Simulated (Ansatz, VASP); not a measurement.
## Two plane-wave programs on PtSe2

INCAR

```
SYSTEM = PtSe2
PREC     = Accurate       ! precision mode
ENCUT    = 600            ! plane-wave cutoff, eV
EDIFF    = 1E-6           ! SCF threshold, eV
ISMEAR   = 0              ! smearing method
SIGMA    = 0.1            ! smearing width, eV
LREAL    = .False.        ! projectors in reciprocal space
LASPH    = .True.         ! aspherical terms in the spheres
NELM     = 80             ! most SCF steps
ALGO     = Normal         ! electronic algorithm
ISIF     = 3              ! what is computed and relaxed
LWAVE    = .False.        ! write WAVECAR
LCHARG   = .False.        ! write CHGCAR
GGA      = PE             ! functional
IBRION   = 2              ! ionic algorithm
NSW      = 100            ! ionic steps
EDIFFG   = -0.01          ! ionic threshold
```

KPOINTS

```
regular mesh
0
Gamma
  10 10 12
  0 0 0
```

The input POSCAR:

```
PtSe2
1.0
    2.6741049325     -3.7947828260      0.0000000000
    2.6741049325      3.7947828260      0.0000000000
    0.0000000000      0.0000000000      3.9501125497
Pt Se
1 2
Direct
    0.0000000000      0.0000000000      0.5603979749
    0.0000000000      0.5000000000      0.3518137776
    0.5000000000      0.0000000000      0.3518137776
```

Input for Ansatz:

```yaml
crystal:
  lattice:
    - [2.6741049325, -3.794782826, 0.0]
    - [2.6741049325, 3.794782826, 0.0]
    - [0.0, 0.0, 3.9501125497]
  atoms:
    - { symbol: Pt, position: [0.0, 0.0, 0.5603979749] }
    - { symbol: Se, position: [0.0, 0.5, 0.3518137776] }
    - { symbol: Se, position: [0.5, 0.0, 0.3518137776] }
basis:
  ecutwfc: 420
kpoints:
  mp_grid: { grid: [10, 10, 12] }
hamiltonian:
  xc: pbe
scf:
  occupations: { method: gaussian, width: 0.1 }
output:
  forces: true
  stress: true
  eigenvalues: true
relax:
  adjacent_minimum: "off"
  f_tol: 0.01
  max_steps: 80
  cell: { stress_tol: 0.05 }
```

Alike in both runs: task relaxation of cell and atoms; functional PBE; k mesh 10 × 10 × 12; occupations gaussian, width 0.1 eV; no spin polarisation.

```csv
,VASP,Ansatz
version,VASP 6.6.1,Ansatz 0.2.0
potentials or method,"VASP PAW PBE potentials, release 64 (Pt, Se), cutoff 600 eV","scalar-relativistic, plane waves, PAW"
valence electrons in the cell,22,50
```

VASP gave:

| Property | Result |
| --- | --- |
| gap on the k mesh at the Fermi level, each at its own relaxed structure (eV) | none |
| relaxed volume (Å³/atom) | 26.74 |
| relaxed cell length with the largest relative difference (Å) | 3.952 |

Question: Which values does Ansatz return?

Answer: gap on the k mesh at the Fermi level, each at its own relaxed structure (eV): none; relaxed volume (Å³/atom): 26.72; relaxed cell length with the largest relative difference (Å): 3.950.

A gap of «none» marks a metal or a gap that the smearing closes. VASP's potentials hold 22 valence electrons a cell and Ansatz's 50, so a difference there can come from the potentials and not from the codes.

Neither program's run includes spin-orbit coupling.
